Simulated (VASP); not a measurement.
**MnO: electric field gradients with PBEsol**

The system is MnO.

```
CELL_PARAMETERS angstrom
3.30427 0.00000 0.00000
-1.65213 2.86158 0.00000
0.00000 0.00000 5.38550
ATOMIC_POSITIONS crystal
Mn 0.33333 0.66667 0.01096
Mn 0.66667 0.33333 0.51096
O 0.33333 0.66667 0.37547
O 0.66667 0.33333 0.87547
```

This cell differs from its parent crystal: equal xx and yy strain of -2 %.

```yaml
Program: VASP 6.6.1
Task: electric field gradients
Functional: PBEsol
Potentials_or_basis: VASP PAW PBE potentials, release 64 (Mn_pv, O)
Cutoff: 520 eV
k_mesh: 14 × 14 × 8
Occupations: fermi-dirac, width 0.05 eV
Spin: collinear spin, ferromagnetic start
Starting_moments: "[4.0, 4.0, 0.0, 0.0] μB"
Dipole_correction: no
Further_INCAR_settings: ALGO = Normal; EDIFF = 1e-08; NBANDS = 31
```

```json
{
 "Pressure": "6.1 GPa",
 "Largest force": "0.454 eV/Å",
 "Net moment": "9.93 μB per cell",
 "Site moments": "Mn +4.37; O +0.21 μB",
 "Largest electric field gradient by atom": "Mn -20.4; O +2.7 V/Å²",
 "Valence electrons inside the program's atomic spheres": "Mn 11.48; O 5.01"
}
```

Forces in eV/Å, atoms in the order of the input:
```
Mn   0.000  0.000 -0.454
Mn   0.000  0.000 -0.454
O    0.000  0.000  0.454
O    0.000  0.000  0.454
```

Stress tensor (GPa, compression positive):
```
4.37 0.00 0.00
0.00 4.37 0.00
0.00 0.00 9.51
```

Levels at points of the mesh, in eV from the Fermi level:
Spin up:
| k point | band 21 | band 22 | band 23 | band 24 | band 25 | band 26 | band 27 | band 28 |
| --- | --- | --- | --- | --- | --- | --- | --- | --- |
| (0.00, 0.00, 0.00) | -0.99 | -0.99 | 0.11 | 0.11 | 0.11 | 3.74 | 5.42 | 11.88 |
| (0.50, 0.00, 0.00) | -2.03 | -1.91 | -0.86 | -0.67 | 3.97 | 4.32 | 5.75 | 7.80 |
| (0.00, 0.00, 0.50) | -0.46 | -0.46 | -0.46 | -0.46 | 1.15 | 1.15 | 8.27 | 8.27 |
| (0.50, 0.00, 0.50) | -1.28 | -1.28 | -1.27 | -1.27 | 3.85 | 3.85 | 6.28 | 6.28 |
Spin down:
```
           k point  band 11  band 12  band 13  band 14  band 15  band 16  band 17  band 18
(0.00, 0.00, 0.00)    -5.20    -5.20    -4.97    -4.97    -0.15     0.85     0.85     1.03
(0.50, 0.00, 0.00)    -5.60    -5.16    -5.10    -4.87     0.22     0.29     1.12     1.42
(0.00, 0.00, 0.50)    -5.10    -5.10    -5.10    -5.10     1.32     1.32     1.32     1.32
(0.50, 0.00, 0.50)    -5.19    -5.19    -4.99    -4.99     0.73     0.73     1.42     1.42
```

Electric field gradients, principal values (V/Å²):
```tsv
atom	least	middle	greatest (by size)
1 Mn	10.199	10.206	-20.406
2 Mn	10.199	10.206	-20.406
3 O	-1.328	-1.331	2.659
4 O	-1.328	-1.331	2.659
```

Run time: 14 min on 1 thread of Oxide Virtual Turin-like Processor, on a shared host, peak memory 0.35 GiB.

Caveat: the cell differs from its parent crystal (equal xx and yy strain of -2 %); the cell stands under pressure; without QUAD_EFG the Cq values of the log hold for a quadrupole moment of 1 mb, not for the nuclei; the PAW data sets were made with another functional, which shifts forces and pressure a little; semilocal functionals often make such compounds metallic where correlation or magnetic order opens a gap, which also shifts bond lengths; only a ferromagnetic start was run, and an antiferromagnetic order may lie lower in energy.
